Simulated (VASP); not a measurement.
Input of a VASP 6.6.1 run:

File INCAR:

```
SYSTEM = Ga
ALGO = Fast ; EDIFF = 1E-6
ENCUT = 520 ; GGA = PE
ISIF = 2 ; ISMEAR = 0
LASPH = .TRUE. ; LCHARG = .FALSE.
LREAL = .FALSE. ; LWAVE = .FALSE.
NBANDS = 12 ; NELM = 100
PREC = Accurate ; SIGMA = 0.05
```

File KPOINTS:

```
k-points
0
G
  8 8 8
  0 0 0
```

The input POSCAR:

```
Ga
1.0
    0.0000000000      2.1397920650      2.1397920650
    2.1397920650      0.0000000000      2.1397920650
    2.1397920650      2.1397920650      0.0000000000
Ga
1
Direct
    0.0000000000      0.0000000000      0.0000000000
```

Potentials or basis: VASP PAW PBE potentials, release 64 (Ga_d).

Run with:

```console
$ cat potpaw_PBE.64/Ga_d/POTCAR > POTCAR
$ mpirun -np 1 vasp_std > vasp.out
```

Problem. What does it give for the pressure?

Solution. -1.2 GPa.
